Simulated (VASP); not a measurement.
Runs of VASP 6.6.1 on Ag. The structure is that of space group P6_3/mmc (No. 194), or close to it. The cells are those of the table. 

```csv
cell,k mesh,gap on the mesh (eV),pressure (GPa)
"a = 2.992, b = 2.992, c = 4.838 Å, angles 90.0, 90.0, 120.0°, 2 atoms",20 × 20 × 11,none,-0.2
"a = 2.867, b = 2.867, c = 4.637 Å, angles 90.0, 90.0, 120.0°, 2 atoms",14 × 14 × 8,none,13.4
"a = 2.910, b = 2.910, c = 4.706 Å, angles 90.0, 90.0, 120.0°, 2 atoms",14 × 14 × 8,none,(a)
"a = 2.992, b = 2.992, c = 4.838 Å, angles 90.0, 90.0, 120.0°, 2 atoms",14 × 14 × 8,none,-0.1
"a = 2.952, b = 2.952, c = 4.773 Å, angles 90.0, 90.0, 120.0°, 2 atoms",14 × 14 × 8,none,3.2
"a = 3.107, b = 3.107, c = 5.025 Å, angles 90.0, 90.0, 120.0°, 2 atoms",14 × 14 × 8,none,(b)
"a = 3.070, b = 3.070, c = 4.964 Å, angles 90.0, 90.0, 120.0°, 2 atoms",14 × 14 × 8,none,-4.6
"a = 3.031, b = 3.031, c = 4.902 Å, angles 90.0, 90.0, 120.0°, 2 atoms",14 × 14 × 8,none,-2.6
```

Alike in all rows: task single point; level RPBE; potentials or basis VASP PAW PBE potentials, release 64 (Ag); no spin polarisation; cutoff (eV) 520; smearing fermi-dirac 0.1 eV.

Question: Fill in the values left out.

Answer: (a) 7.6; (b) -6.0.

Caveats: the PAW data sets were made with another functional, which shifts forces and pressure a little.

A k mesh can miss the band edges, and the runs leave out spin-orbit coupling on Ag.

A gap of «none» marks levels without a gap at the run's occupations.
